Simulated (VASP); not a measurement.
# Ir in VASP: relaxation of the atoms with revPBE+U

Aim: the relaxation of the atoms of Ir with revPBE+U.

All numbers are computed with VASP 6.6.1; they aren't measurements. Logs are shortened: lines on timing, memory, paths and dates and some standing lists are left out, and cuts for length are marked.

### 1 The cell of the first run

The cell holds a slab with vacuum, 4 atoms: a = 2.718 Å, b = 2.718 Å, c = 22.766 Å, α = 90.00°, β = 90.00°, γ = 90.00°.

### 2 Relaxation of the atoms, revPBE+U

The input, INCAR:

```
SYSTEM = Ir
PREC = Accurate
ENCUT = 520
EDIFF = 1E-6
ISMEAR = 0
SIGMA = 0.1
LREAL = .False.
LASPH = .True.
NELM = 150
ALGO = Normal
ISIF = 2
LWAVE = .False.
LCHARG = .False.
LMAXMIX = 4
LDAU = .True.
LDAUTYPE = 2
LDAUL = 2
LDAUU = 2
LDAUJ = 0
LDAUPRINT = 1
LDIPOL = .True.
IDIPOL = 3
DIPOL = 0.5 0.5 0.500
GGA = RE
IBRION = 2
NSW = 90
EDIFFG = -0.03
KPAR = 4
```

The input, KPOINTS:

```
Automatic mesh
0
Gamma
  11 11 1
  0 0 0
```

The input, POSCAR:

```
Ir
1.0
    2.7182807110      0.0000000000      0.0000000000
    0.0000000000      2.7182807110      0.0000000000
    0.0000000000      0.0000000000     22.7663441717
Ir
4
Selective dynamics
Direct
    0.5000000000      0.5000000000      0.3733581438  F F F
    0.0000000000      0.0000000000      0.4577860479  F F F
    0.5000000000      0.5000000000      0.5422139521  T T T
    0.0000000000      0.0000000000      0.6266418562  T T T
```

Potentials or basis: VASP PAW PBE potentials, release 64 (Ir).

Run with:

```sh
$ cat potpaw_PBE.64/Ir/POTCAR > POTCAR
$ mpirun -np 4 vasp_std > vasp.out
```

OUTCAR:

```text
SYSTEM = Ir
   PREC = Accurate
   ENCUT = 520
   EDIFF = 1E-6
   ISMEAR = 0
   LREAL = .False.
   LASPH = .True.
   NELM = 150
   ISIF = 2
   GGA = RE
   IBRION = 2
   NSW = 90
   EDIFFG = -0.03

 ion  position               nearest neighbor table
   1  0.500  0.500  0.373-   2 2.72   2 2.72   2 2.72   2 2.72
   2  0.000  0.000  0.458-   1 2.72   1 2.72   1 2.72   1 2.72   3 2.72   3 2.72   3 2.72   3 2.72

   3  0.500  0.500  0.542-   4 2.72   4 2.72   4 2.72   4 2.72   2 2.72   2 2.72   2 2.72   2 2.72

   4  0.000  0.000  0.627-   3 2.72   3 2.72   3 2.72   3 2.72

  LATTYP: Found a simple tetragonal cell.
 ALAT       =     2.7182807110
 C/A-ratio  =     8.3752734144

  Lattice vectors:

 A1 = (   2.7182807110,   0.0000000000,   0.0000000000)
 A2 = (   0.0000000000,   2.7182807110,   0.0000000000)
 A3 = (   0.0000000000,   0.0000000000,  22.7663441717)

Analysis of symmetry for initial positions (statically):
=====================================================================
 Subroutine PRICEL returns:
 Original cell was already a primitive cell.

 Routine SETGRP: Setting up the symmetry group for a
 simple tetragonal supercell.

 Subroutine GETGRP returns: Found 16 space group operations
 (whereof  8 operations were pure point group operations)
 out of a pool of 16 trial point group operations.

The static configuration has the point symmetry C_4v.
 The point group associated with its full space group is D_4h.

Analysis of symmetry for dynamics (positions and initial velocities):
=====================================================================
 Subroutine PRICEL returns:
 Original cell was already a primitive cell.

 Routine SETGRP: Setting up the symmetry group for a
 simple tetragonal supercell.

 Subroutine GETGRP returns: Found 16 space group operations
 (whereof  8 operations were pure point group operations)
 out of a pool of 16 trial point group operations.

The dynamic configuration has the point symmetry C_4v.
 The point group associated with its full space group is D_4h.

Analysis of constrained symmetry for selective dynamics:
=====================================================================
 Subroutine PRICEL returns:
 Original cell was already a primitive cell.

 Routine SETGRP: Setting up the symmetry group for a
 simple tetragonal supercell.

 Subroutine GETGRP returns: Found  8 space group operations
 (whereof  8 operations were pure point group operations)
 out of a pool of 16 trial point group operations.

The constrained configuration has the point symmetry C_4v.

 Subroutine INISYM returns: Found  8 space group operations
 (whereof  8 operations are pure point group operations),
 and found     1 'primitive' translations

----------------------------------------------------------------------------------------

                                     Primitive cell

  volume of cell :     168.2217

  direct lattice vectors                    reciprocal lattice vectors
     2.718280711  0.000000000  0.000000000     0.367879592  0.000000000  0.000000000
     0.000000000  2.718280711  0.000000000     0.000000000  0.367879592  0.000000000
     0.000000000  0.000000000 22.766344172     0.000000000  0.000000000  0.043924488

  length of vectors
     2.718280711  2.718280711 22.766344172     0.367879592  0.367879592  0.043924488

  position of ions in fractional coordinates (direct lattice)
     0.500000000  0.500000000  0.373358144
     0.000000000  0.000000000  0.457786048
     0.500000000  0.500000000  0.542213952
     0.000000000  0.000000000  0.626641856

  ion indices of the primitive-cell ions
   primitive index   ion index
                 1           1
                 2           2
                 3           3
                 4           4

----------------------------------------------------------------------------------------

 KPOINTS: Automatic mesh

Automatic generation of k-mesh.
 Grid dimensions read from file:
 generate k-points for:   11   11    1

 Generating k-lattice:

  Cartesian coordinates                     Fractional coordinates (reciprocal lattice)
     0.033443599  0.000000000  0.000000000     0.090909091  0.000000000  0.000000000
     0.000000000  0.033443599  0.000000000     0.000000000  0.090909091  0.000000000
     0.000000000  0.000000000  0.043924488     0.000000000  0.000000000  1.000000000

  Length of vectors
     0.033443599  0.033443599  0.043924488

  Shift w.r.t. Gamma in fractional coordinates (k-lattice)
     0.000000000  0.000000000  0.000000000

 Subroutine IBZKPT returns following result:
 ===========================================

 Found     21 irreducible k-points:

 Following reciprocal coordinates:
            Coordinates               Weight
  0.000000  0.000000  0.000000      1.000000
  0.090909  0.000000  0.000000      4.000000
  0.181818  0.000000  0.000000      4.000000
  0.272727  0.000000  0.000000      4.000000
  0.363636  0.000000  0.000000      4.000000
  0.454545  0.000000  0.000000      4.000000
[... 13 lines left out ...]
  0.454545  0.363636  0.000000      8.000000
  0.454545  0.454545  0.000000      4.000000
   k-points           NKPTS =     21   k-points in BZ     NKDIM =     21   number of bands    NBANDS=     22
   number of dos      NEDOS =    301   number of ions     NIONS =      4
   total plane-waves  NPLWV =  72000
   dimension x,y,z NGX =    20 NGY =   20 NGZ =  180
   dimension x,y,z NGXF=    40 NGYF=   40 NGZF=  360
   ions per type =               4
   NGX,Y,Z   is equivalent  to a cutoff of  12.23, 12.23, 13.14 a.u.
   NGXF,Y,Z  is equivalent  to a cutoff of  24.46, 24.46, 26.29 a.u.
 SYSTEM =  Ir
   PREC   = accura    normal or accurate (medium, high low for compatibility)
   ISTART =      0    job   : 0-new  1-cont  2-samecut
   ICHARG =      2    charge: 1-file 2-atom 10-const
   ISPIN  =      1    spin polarized calculation?
   LNONCOLLINEAR =      F non collinear calculations
   LSORBIT =      F    spin-orbit coupling
   LASPH  =      T    aspherical Exc in radial PAW
   ENCUT  =  520.0 eV  38.22 Ry    6.18 a.u.   5.05  5.05 42.33*2*pi/ulx,y,z
   NELM   =    150;   NELMIN=  2; NELMDL= -5     # of ELM steps
   EDIFF  = 0.1E-05   stopping-criterion for ELM
   LREAL  =      F    real-space projection
   EDIFFG = -.3E-01   stopping-criterion for IOM
   NSW    =     90    number of steps for IOM
   IBRION =      2    ionic relax: 0-MD 1-quasi-New 2-CG
   NFREE  =      1    steps in history (QN), initial steepest desc. (CG)
   ISIF   =      2    stress and relaxation
   ISYM   =      2    0-nonsym 1-usesym 2-fastsym
   POTIM  = 0.5000    time-step for ionic-motion
   TEBEG  =    0.0;   TEEND  =   0.0 temperature during run
   PSTRESS=    0.0 pullay stress
   NELECT =      36.0000    total number of electrons
   NUPDOWN=      -1.0000    fix difference up-down
   EMIN   =  10.00;   EMAX   =-10.00  energy-range for DOS
   EFERMI =   0.00;   METHOD = LEGACY
   ISMEAR =     0;   SIGMA  =   0.10  broadening in eV -4-tet -1-fermi 0-gaus
   EFERMI_NEDOS =   21; number of points for ismear=-14 and -15
   IALGO  =     38    algorithm
   IMIX   =      4    mixing-type and parameters
     AMIX     =   0.40;   BMIX     =  1.00
     AMIX_MAG =   1.60;   BMIX_MAG =  1.00
  volume/ion in A,a.u.               =      42.06       283.80
  Fermi-wavevector in a.u.,A,eV,Ry     =   0.979223  1.850464 13.046328  0.958878
  Thomas-Fermi vector in A             =   2.110060
   LORBIT       =      0    0 simple, 1 ext, 2 COOP (PROOUT), +10 PAW based schemes
 LDA+U is selected, type is set to LDAUTYPE =  2
   angular momentum for each species LDAUL =     2
   U (eV)           for each species LDAUU =   2.0
   J (eV)           for each species LDAUJ =   0.0
   GGA     = RE    functional components
   LHFCALC =     F    Hartree Fock is set to
   AEXX    =    0.0000 exact exchange contribution
   IVDW    =     0    specifies the selected vdW correction
   LEPSILON=     F    determine dielectric tensor
   LRPA    =     F    only Hartree local field effects (RPA)
 conjugate gradient relaxation of ions
 non-spin polarized calculation
 Gauss-broadening in eV      SIGMA  =   0.10
  energy-cutoff  :      520.00
  volume of cell :      168.22
 maximum number of plane-waves:      4565
   NGX = 11   NGY = 11   NGZ = 85

--------------------------------------- Ionic step        1  -------------------------------------------

 number of electron      35.9999993 magnetization

 Free energy of the ion-electron system (eV)
  ---------------------------------------------------
  ext. energy  EPLUGINS =         0.00000000
  ---------------------------------------------------
  free energy    TOTEN  =       -22.45469645 eV

  energy without entropy =      -22.42432296  energy(sigma->0) =      -22.43950971

------------------------ aborting loop because EDIFF is reached ----------------------------------------

  FORCE on cell =-STRESS in cart. coord.  units (eV):
  Direction    XX          YY          ZZ          XY          YZ          ZX
  --------------------------------------------------------------------------------------
  -------------------------------------------------------------------------------------
  Total       -3.8262240     -3.8262240     -2.6150030      0.0000000      0.0000000      0.0000000
  in kB      -36.4417371    -36.4417371    -24.9058214      0.0000000      0.0000000      0.0000000
  external PRESSURE =     -32.5964319 kB  Pullay stress =       0.0000000 kB
[... 133 lines left out ...]
  FREE ENERGIE OF THE ION-ELECTRON SYSTEM (eV)
  ---------------------------------------------------
  free  energy   TOTEN  =       -22.4836420640 eV

  energy  without entropy=      -22.4528066710  energy(sigma->0) =      -22.46822437

 dipolmoment           0.000000      0.000000      0.000520 electrons x Angstroem

atom =   1  type =  1  l = 2

 onsite density matrix

spin component  1
[... 127 lines left out ...]
--------------------------------------- Ionic step        5  -------------------------------------------

 number of electron      35.9999993 magnetization

 dipolmoment           0.000000      0.000000     -0.000446 electrons x Angstroem

 Free energy of the ion-electron system (eV)
  ---------------------------------------------------
  ext. energy  EPLUGINS =         0.00000000
  ---------------------------------------------------
  free energy    TOTEN  =       -22.48450797 eV

  energy without entropy =      -22.45403893  energy(sigma->0) =      -22.46927345

 E-fermi :  -0.2672     XC(G=0):  -5.5785

 val. band max:       -0.2830406728   @ k =   0.1818   0.0909   0.0000
 cond. band min:      -0.2647716312   @ k =   0.4545   0.2727   0.0000
 fundamental gap:      0.0182690415
 Fermi energy:        -0.2672330164

 k-point     1 :       0.0000    0.0000    0.0000
  band No.  band energies     occupation
      1     -10.1302      2.00000
      2      -8.3162      2.00000
      3      -7.5299      2.00000
      4      -7.1561      2.00000
      5      -6.8907      2.00000
      6      -6.1321      2.00000
[... 514 lines left out ...]
     21       2.9292      0.00000
     22       4.2307      0.00000

------------------------ aborting loop because EDIFF is reached ----------------------------------------

 vacuum level on the upper side and lower side of the slab       (xc-potential included)        -0.012        -0.008

  FORCE on cell =-STRESS in cart. coord.  units (eV):
  Direction    XX          YY          ZZ          XY          YZ          ZX
  --------------------------------------------------------------------------------------
  -------------------------------------------------------------------------------------
  Total       -3.1622469     -3.1622469     -1.5115751      0.0000000      0.0000000      0.0000000
  in kB      -30.1178837    -30.1178837    -14.3965489      0.0000000      0.0000000      0.0000000
  external PRESSURE =     -24.8774388 kB  Pullay stress =       0.0000000 kB
[... 19 lines left out ...]
  FREE ENERGIE OF THE ION-ELECTRON SYSTEM (eV)
  ---------------------------------------------------
  free  energy   TOTEN  =       -22.4845079722 eV

  energy  without entropy=      -22.4540389313  energy(sigma->0) =      -22.46927345

 reached required accuracy - stopping structural energy minimisation

 vacuum level on the upper side and lower side of the slab         5.160         5.171
```

It took 91 s on 4 MPI ranks of AMD EPYC 7R13 (Zen 3), shared host; peak memory 0.27 GiB.

Results:

- Free energy: -22.4845 eV
- Energy gained by relaxing: 7.5 meV/atom
- Ionic steps: 5
- Band gap on the k mesh: zero (bands 18 and 19 overlap by 1.91 eV)

The path:
| step | energy change (eV) | largest force on free atoms (eV/Å) | pressure (GPa) |
| --- | --- | --- | --- |
| 1 | 0.0000 | 0.7819 | -3.26 |
| 2 | -0.0284 | 0.1019 | -2.77 |
| 3 | -0.0284 | 0.0821 | -2.76 |
| 4 | -0.0289 | 0.0638 | -2.69 |
| 5 | -0.0298 | 0.0224 | -2.49 |

Final structure:
```xyz
4
Lattice="2.7183 0.0000 0.0000 0.0000 2.7183 0.0000 0.0000 0.0000 22.7663" Properties=species:S:1:pos:R:3 pbc="T T T"
Ir    1.3591    1.3591    8.5000
Ir    0.0000    0.0000   10.4221
Ir    1.3591    1.3591   12.3703
Ir    0.0000    0.0000   14.2139
```

Eigenvalues of the final occupation matrices:
| site | spin | trace | eigenvalues |
| --- | --- | --- | --- |
| site 1 d | 1 | 3.57 | 0.69 0.70 0.70 0.70 0.78 |
| site 1 d | 2 | 3.57 | 0.69 0.70 0.70 0.70 0.78 |
| site 2 d | 1 | 3.57 | 0.67 0.67 0.68 0.77 0.78 |
| site 2 d | 2 | 3.57 | 0.67 0.67 0.68 0.77 0.78 |
| site 3 d | 1 | 3.58 | 0.67 0.67 0.68 0.78 0.78 |
| site 3 d | 2 | 3.58 | 0.67 0.67 0.68 0.78 0.78 |
| site 4 d | 1 | 3.58 | 0.69 0.70 0.70 0.70 0.79 |
| site 4 d | 2 | 3.58 | 0.69 0.70 0.70 0.70 0.79 |

Caveat: the PAW data sets were made with another functional, which shifts forces and pressure a little; spin-orbit coupling is left out, which moves the levels of the heavy elements; U without spin polarisation on a metal has little footing; the U is typed as a test and isn't derived for this compound.
